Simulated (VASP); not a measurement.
# CoSi (P2_13) in VASP: further runs

CoSi is run at these levels: r2SCAN, PBE; tasks: single point.

Program: VASP 6.6.1. These are calculated values, not measurements. Logs are shortened: lines on timing, memory, paths and dates and some standing lists are left out, and cuts for length are marked.

## 1. The cell of the first run

Symmetry: P2_13, No. 198, cubic system. Conventional cell: a = 4.429 Å, b = 4.429 Å, c = 4.429 Å, α = 90.00°, β = 90.00°, γ = 90.00°. Within 3.1 Å of Co (site symmetry 3) lie 7 Si at 2.32 to 2.43 Å and 6 Co at 2.72 Å. Within 3.1 Å of Si (site symmetry 3) lie 7 Co at 2.32 to 2.43 Å and 6 Si at 2.74 Å.

## 2. Single point, r2SCAN, collinear spin, ferromagnetic start

POSCAR

```
CoSi
1.0
    4.4288870636      0.0000000000      0.0000000000
    0.0000000000      4.4288870636      0.0000000000
    0.0000000000      0.0000000000      4.4288870636
Co Si
4 4
Direct
    0.1450706697      0.1450706697      0.1450706697
    0.3549293303      0.8549293303      0.6450706697
    0.6450706697      0.3549293303      0.8549293303
    0.8549293303      0.6450706697      0.3549293303
    0.8429944043      0.8429944043      0.8429944043
    0.6570055957      0.1570055957      0.3429944043
    0.3429944043      0.6570055957      0.1570055957
    0.1570055957      0.3429944043      0.6570055957
```

INCAR.step1

```
SYSTEM = CoSi
ALGO = Normal
EDIFF = 1E-4
ENCUT = 520
GGA = PE
ISMEAR = 0
ISPIN = 2
LASPH = .TRUE.
LCHARG = .FALSE.
LMAXMIX = 4
LREAL = .FALSE.
LWAVE = .TRUE.
MAGMOM = 1.5 1.5 1.5 1.5 0 0 0 0
NBANDS = 40
NELM = 150
PREC = Accurate
SIGMA = 0.05
```

INCAR.step2

```
SYSTEM = CoSi
ALGO = Normal
EDIFF = 1E-6
ENCUT = 520
ISIF = 2
ISMEAR = 0
ISPIN = 2
ISTART = 1
LASPH = .TRUE.
LCHARG = .TRUE.
LELF = .TRUE.
LMAXMIX = 4
LMIXTAU = .TRUE.
LORBIT = 11
LREAL = .FALSE.
LVHAR = .TRUE.
LWAVE = .FALSE.
MAGMOM = 1.5 1.5 1.5 1.5 0 0 0 0
METAGGA = R2SCAN
NBANDS = 40
NELM = 150
PREC = Accurate
SIGMA = 0.05
```

KPOINTS

```
k-points
0
G
  8 8 8
  0 0 0
```

Potentials or basis: VASP PAW PBE potentials, release 64 (Co, Si).

The run is started by

```
> cat potpaw_PBE.64/Co/POTCAR potpaw_PBE.64/Si/POTCAR > POTCAR
> cp INCAR.step1 INCAR
> mpirun -np 1 vasp_std > vasp.out
> cp INCAR.step2 INCAR
> mpirun -np 1 vasp_std > vasp.out
```

OUTCAR:

```text
SYSTEM = CoSi
   EDIFF = 1E-6
   ENCUT = 520
   ISIF = 2
   ISMEAR = 0
   ISPIN = 2
   ISTART = 1
   LASPH = .TRUE.
   LORBIT = 11
   LREAL = .FALSE.
   METAGGA = R2SCAN
   NELM = 150
   PREC = Accurate

 ion  position               nearest neighbor table
   1  0.145  0.145  0.145-   5 2.32   6 2.33   7 2.33   8 2.33   7 2.43   8 2.43   6 2.43   3 2.72
                             4 2.72   2 2.72   2 2.72   4 2.72   3 2.72
   2  0.355  0.855  0.645-   6 2.32   5 2.33   7 2.33   8 2.33   7 2.43   8 2.43   5 2.43   1 2.72
                             1 2.72   3 2.72   3 2.72   4 2.72   4 2.72
   3  0.645  0.355  0.855-   7 2.32   6 2.33   5 2.33   8 2.33   8 2.43   6 2.43   5 2.43   1 2.72
                             4 2.72   2 2.72   2 2.72   4 2.72   1 2.72
   4  0.855  0.645  0.355-   8 2.32   6 2.33   7 2.33   5 2.33   6 2.43   5 2.43   7 2.43   1 2.72
                             3 2.72   2 2.72   1 2.72   2 2.72   3 2.72
   5  0.843  0.843  0.843-   1 2.32   2 2.33   3 2.33   4 2.33   3 2.43   4 2.43   2 2.43   6 2.74
                             7 2.74   8 2.74   6 2.74   8 2.74   7 2.74
   6  0.657  0.157  0.343-   2 2.32   1 2.33   3 2.33   4 2.33   3 2.43   4 2.43   1 2.43   8 2.74
                             5 2.74   5 2.74   7 2.74   7 2.74   8 2.74
   7  0.343  0.657  0.157-   3 2.32   2 2.33   1 2.33   4 2.33   4 2.43   2 2.43   1 2.43   8 2.74
                             5 2.74   8 2.74   6 2.74   6 2.74   5 2.74
   8  0.157  0.343  0.657-   4 2.32   2 2.33   3 2.33   1 2.33   2 2.43   1 2.43   3 2.43   7 2.74
                             5 2.74   7 2.74   5 2.74   6 2.74   6 2.74

  LATTYP: Found a simple cubic cell.
 ALAT       =     4.4288870636

  Lattice vectors:

 A1 = (   4.4288870636,   0.0000000000,   0.0000000000)
 A2 = (   0.0000000000,   4.4288870636,   0.0000000000)
 A3 = (   0.0000000000,   0.0000000000,   4.4288870636)

Analysis of symmetry for initial positions (statically):
=====================================================================
 Subroutine PRICEL returns:
 Original cell was already a primitive cell.

 Routine SETGRP: Setting up the symmetry group for a
 simple cubic supercell.

 Subroutine GETGRP returns: Found 12 space group operations
 (whereof  3 operations were pure point group operations)
 out of a pool of 48 trial point group operations.

The static configuration has the point symmetry C_3 .
 The point group associated with its full space group is T   .

Analysis of symmetry for dynamics (positions and initial velocities):
=====================================================================
 Subroutine PRICEL returns:
 Original cell was already a primitive cell.

 Routine SETGRP: Setting up the symmetry group for a
 simple cubic supercell.

 Subroutine GETGRP returns: Found 12 space group operations
 (whereof  3 operations were pure point group operations)
 out of a pool of 48 trial point group operations.
[... 181 lines left out ...]

 val. band max:       12.0392189039   @ k =   0.0000   0.0000   0.0000
 cond. band min:      12.0626427374   @ k =   0.5000   0.5000   0.3750
 fundamental gap:      0.0234238335
 Fermi energy:        12.0487702065

 spin component 1

 k-point     1 :       0.0000    0.0000    0.0000
  band No.  band energies     occupation
      1      -2.3876      1.00000
      2       3.4418      1.00000
      3       3.4418      1.00000
      4       3.4418      1.00000
      5       6.2184      1.00000
      6       6.2184      1.00000
[... 973 lines left out ...]
     37      18.3124      0.00000
     38      19.4287      0.00000

 [... further k-points ...]

 spin component 2

 k-point     1 :       0.0000    0.0000    0.0000
  band No.  band energies     occupation
      1      -2.3876      1.00000
      2       3.4418      1.00000
      3       3.4418      1.00000
      4       3.4418      1.00000
      5       6.2184      1.00000
      6       6.2184      1.00000
[... 973 lines left out ...]
     37      18.3124      0.00000
     38      19.4287      0.00000

 [... further k-points ...]

 [bands above 38 left out]

------------------------ aborting loop because EDIFF is reached ----------------------------------------

  FORCE on cell =-STRESS in cart. coord.  units (eV):
  Direction    XX          YY          ZZ          XY          YZ          ZX
  --------------------------------------------------------------------------------------
  -------------------------------------------------------------------------------------
  Total       -3.8611487     -3.8611487     -3.8611487      0.0000000      0.0000000      0.0000000
  in kB      -71.2103788    -71.2103788    -71.2103788      0.0000000      0.0000000      0.0000000
  external PRESSURE =     -71.2103788 kB  Pullay stress =       0.0000000 kB

 VOLUME and BASIS-vectors are now :
 -----------------------------------------------------------------------------
  energy-cutoff  :      520.00
  volume of cell :       86.87
      direct lattice vectors                 reciprocal lattice vectors
     4.428887064  0.000000000  0.000000000     0.225790359  0.000000000  0.000000000
     0.000000000  4.428887064  0.000000000     0.000000000  0.225790359  0.000000000
     0.000000000  0.000000000  4.428887064     0.000000000  0.000000000  0.225790359

 POSITION                                       TOTAL-FORCE (eV/Angst)
 -----------------------------------------------------------------------------------
      0.64250      0.64250      0.64250        -0.017607     -0.017607     -0.017607
      1.57194      3.78639      2.85695         0.017607      0.017607     -0.017607
      2.85695      1.57194      3.78639        -0.017607      0.017607      0.017607
      3.78639      2.85695      1.57194         0.017607     -0.017607      0.017607
      3.73353      3.73353      3.73353         0.013931      0.013931      0.013931
      2.90980      0.69536      1.51908        -0.013931     -0.013931      0.013931
      1.51908      2.90980      0.69536         0.013931     -0.013931     -0.013931
      0.69536      1.51908      2.90980        -0.013931      0.013931     -0.013931
 -----------------------------------------------------------------------------------
    total drift:                               -0.000000     -0.000000      0.000000

  FREE ENERGIE OF THE ION-ELECTRON SYSTEM (eV)
  ---------------------------------------------------
  free  energy   TOTEN  =       -91.9044977821 eV

  energy  without entropy=      -91.9026113117  energy(sigma->0) =      -91.90355455

 total charge

# of ion       s       p       d       tot
------------------------------------------
    1        0.455   0.651   7.568   8.674
    2        0.455   0.651   7.568   8.674
    3        0.455   0.651   7.568   8.674
    4        0.455   0.651   7.568   8.674
    5        0.711   0.892   0.000   1.603
    6        0.711   0.892   0.000   1.603
    7        0.711   0.892   0.000   1.603
    8        0.711   0.892   0.000   1.603
--------------------------------------------------
tot          4.662   6.174  30.272  41.107

 magnetization (x)

# of ion       s       p       d       tot
------------------------------------------
    1        0.000   0.000   0.000   0.000
    2        0.000   0.000   0.000   0.000
    3        0.000   0.000   0.000   0.000
    4        0.000   0.000   0.000   0.000
    5       -0.000  -0.000   0.000  -0.000
    6       -0.000  -0.000   0.000  -0.000
    7       -0.000  -0.000   0.000  -0.000
    8       -0.000  -0.000   0.000  -0.000
--------------------------------------------------
tot         -0.000  -0.000   0.000   0.000
```

It took 9.4 min on 1 thread of Intel Xeon 6975P-C (Granite Rapids), shared host; peak memory 0.4 GiB.

Results:

| Item | Value |
| --- | --- |
| Free energy | -91.9045 eV |
| Pressure | -7.1 GPa |
| Largest force | 0.030 eV/Å |
| Band gap on the k mesh | zero (filled and empty bands overlap) |
| Net moment | 0.00 μB per cell |
| Valence electrons inside the program's atomic spheres | Co 8.67; Si 1.60 |

Forces on the atoms (eV/Å):
```
Co  -0.018 -0.018 -0.018
Co   0.018  0.018 -0.018
Co  -0.018  0.018  0.018
Co   0.018 -0.018  0.018
Si   0.014  0.014  0.014
Si  -0.014 -0.014  0.014
Si   0.014 -0.014 -0.014
Si  -0.014  0.014 -0.014
```

Levels at points of the mesh, in eV from the Fermi level:
Spin up:
| k point | band 24 | band 25 | band 26 | band 27 | band 28 | band 29 |
| --- | --- | --- | --- | --- | --- | --- |
| (0.00, 0.00, 0.00) | -0.85 | -0.01 | -0.01 | -0.01 | 2.70 | 2.70 |
| (0.50, 0.00, 0.00) | -0.70 | -0.50 | -0.50 | 1.05 | 1.05 | 1.60 |
| (0.50, 0.50, 0.00) | -1.07 | -0.05 | -0.05 | 0.64 | 0.64 | 2.15 |
| (0.50, 0.50, 0.50) | -1.29 | -0.21 | -0.21 | -0.21 | -0.21 | 5.86 |
Spin down:
| k point | band 22 | band 23 | band 24 | band 25 | band 26 | band 27 | band 28 | band 29 | band 30 | band 31 |
| --- | --- | --- | --- | --- | --- | --- | --- | --- | --- | --- |
| (0.00, 0.00, 0.00) | -0.99 | -0.85 | -0.85 | -0.01 | -0.01 | -0.01 | 2.70 | 2.70 | 2.70 | 3.04 |
| (0.50, 0.00, 0.00) | -1.11 | -0.70 | -0.70 | -0.50 | -0.50 | 1.05 | 1.05 | 1.60 | 1.60 | 4.48 |
| (0.50, 0.50, 0.00) | -1.56 | -1.07 | -1.07 | -0.05 | -0.05 | 0.64 | 0.64 | 2.15 | 2.15 | 2.64 |
| (0.50, 0.50, 0.50) | -1.29 | -1.29 | -1.29 | -0.21 | -0.21 | -0.21 | -0.21 | 5.86 | 5.86 | 5.86 |

Caveat: the cell stands under tension; the moments typed at the start vanished in this run; the PAW data sets were made with another functional, which shifts forces and pressure a little.

## 3. Single point, PBE, collinear spin, ferromagnetic start

INCAR

```
ALGO = Normal
EDIFF = 1E-6
ENCUT = 520
GGA = PE
ISIF = 2
ISMEAR = 0
ISPIN = 2
LASPH = T
LCHARG = F
LMAXMIX = 4
LORBIT = 11
LREAL = F
LWAVE = F
MAGMOM = 1.5 1.5 1.5 1.5 0 0 0 0
NBANDS = 40
NELM = 150
PREC = Accurate
SIGMA = 0.05
```

KPOINTS

```
k-points
0
Gamma
  4 4 4
```

POSCAR is that of step 2.

Potentials or basis: VASP PAW PBE potentials, release 64 (Co, Si).

The run is started by

```
> cat potpaw_PBE.64/Co/POTCAR potpaw_PBE.64/Si/POTCAR > POTCAR
> mpirun -np 1 vasp_std > vasp.out
```

Run time: 2.6 min. Hardware: 1 thread of Intel Xeon 8259CL, shared host; peak memory 0.27 GiB.

It converged, with:

```
Free energy                                           : -54.7569 eV
Pressure                                              : 0.2 GPa
Largest force                                         : 0.025 eV/Å
Band gap on the k mesh                                : zero (filled and empty bands overlap)
Net moment                                            : 0.00 μB per cell
Valence electrons inside the program's atomic spheres : Co 8.62; Si 1.61
```

Forces on the atoms (eV/Å):
```
Co   0.002  0.002  0.002
Co  -0.002 -0.002  0.002
Co   0.002 -0.002 -0.002
Co  -0.002  0.002 -0.002
Si   0.014  0.014  0.014
Si  -0.014 -0.014  0.014
Si   0.014 -0.014 -0.014
Si  -0.014  0.014 -0.014
```

Levels at points of the mesh, in eV from the Fermi level:
Spin up:
```tsv
k point	band 24	band 25	band 26	band 27	band 28	band 29
(0.00, 0.00, 0.00)	-0.77	0.00	0.00	0.00	2.51	2.51
(0.50, 0.00, 0.00)	-0.64	-0.47	-0.47	1.02	1.02	1.50
(0.50, 0.50, 0.00)	-0.99	-0.03	-0.03	0.60	0.60	2.02
(0.50, 0.50, 0.50)	-1.21	-0.21	-0.21	-0.21	-0.21	5.42
```
Spin down:
```tsv
k point	band 22	band 23	band 24	band 25	band 26	band 27	band 28	band 29	band 30	band 31
(0.00, 0.00, 0.00)	-0.90	-0.77	-0.77	0.00	0.00	0.00	2.51	2.51	2.51	2.92
(0.50, 0.00, 0.00)	-1.03	-0.64	-0.64	-0.47	-0.47	1.01	1.01	1.50	1.50	4.29
(0.50, 0.50, 0.00)	-1.47	-0.99	-0.99	-0.03	-0.03	0.60	0.60	2.02	2.02	2.52
(0.50, 0.50, 0.50)	-1.21	-1.21	-1.21	-0.21	-0.21	-0.21	-0.21	5.42	5.42	5.42
```

Caveat: the moments typed at the start vanished in this run.

The gap in the log of VASP goes by the Fermi energy; the results here count the filled bands.